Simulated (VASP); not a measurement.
A run of VASP 6.6.1:

The input INCAR:

```
SYSTEM = Ag
ALGO = Normal
EDIFF = 1E-7
ENCUT = 520
GGA = PS
ISIF = 2
ISMEAR = -1
LASPH = .True.
LCHARG = .False.
LREAL = .False.
LWAVE = .False.
NBANDS = 24
NELM = 80
PREC = Accurate
SIGMA = 0.05
```

The input KPOINTS:

```
k-points
0
Gamma
  9 9 9
  0 0 0
```

POSCAR

```
Ag
1.0
    1.4730471633      0.8504641763      7.4928360000
   -1.4730471633      0.8504641763      7.4928360000
    0.0000000000     -1.7009283525      7.4928360000
Ag
3
Direct
    0.2222810000      0.2222810000      0.2222810000
    0.7777190000      0.7777190000      0.7777190000
    0.0000000000      0.0000000000      0.0000000000
```

Potentials or basis: VASP PAW PBE potentials, release 64 (Ag).

Run with:

```bash
$ cat potpaw_PBE.64/Ag/POTCAR > POTCAR
$ mpirun -np 1 vasp_std > vasp.out
```

Hardware: 1 thread of Intel(R) Xeon(R) Platinum 8488C (Sapphire Rapids), with other jobs on the host.

Q: Estimate the wall time of this run.

A: Wall time 8.5 min on 1 thread of Intel(R) Xeon(R) Platinum 8488C (Sapphire Rapids) (shared host), peak memory 0.5 GiB. Counts: scf iterations 12, k points 85.
